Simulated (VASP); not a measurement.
Here is a VASP 6.6.1 calculation.

The input INCAR:

```
ALGO = Normal ; EDIFF = 1E-7
ENCUT = 520 ; GGA = PE
ISIF = 2 ; ISMEAR = -1
LASPH = True ; LCHARG = False
LREAL = False ; LWAVE = False
NBANDS = 32 ; NELM = 100
PREC = Accurate ; SIGMA = 0.05
```

File KPOINTS:

```
k-points
0
Gamma
  6 6 6
```

Contents of POSCAR:

```
Pt3PbC
1.0
    4.3480430000      0.0000000000      0.0000000000
    0.0000000000      4.3480430000      0.0000000000
    0.0000000000      0.0000000000      4.3480430000
Pb Pt C
1 3 1
Direct
    0.0000000000      0.0000000000      0.0000000000
    0.5000000000      0.0000000000      0.5000000000
    0.5000000000      0.5000000000      0.0000000000
    0.0000000000      0.5000000000      0.5000000000
    0.5000000000      0.5000000000      0.5000000000
```

Potentials or basis: VASP PAW PBE potentials, release 64 (Pb_d, Pt, C).

The run is started by

```bash
$ cat potpaw_PBE.64/Pb_d/POTCAR potpaw_PBE.64/Pt/POTCAR potpaw_PBE.64/C/POTCAR > POTCAR
$ mpirun -np 1 vasp_std > vasp.out
```

Task: Estimate the band gap on the k mesh.

Result: Zero (bands 24 and 25 overlap by 0.78 eV).

Task: Estimate the pressure.

Result: -0.7 GPa.

Caveat: spin-orbit coupling is left out, which moves the levels of the heavy elements.
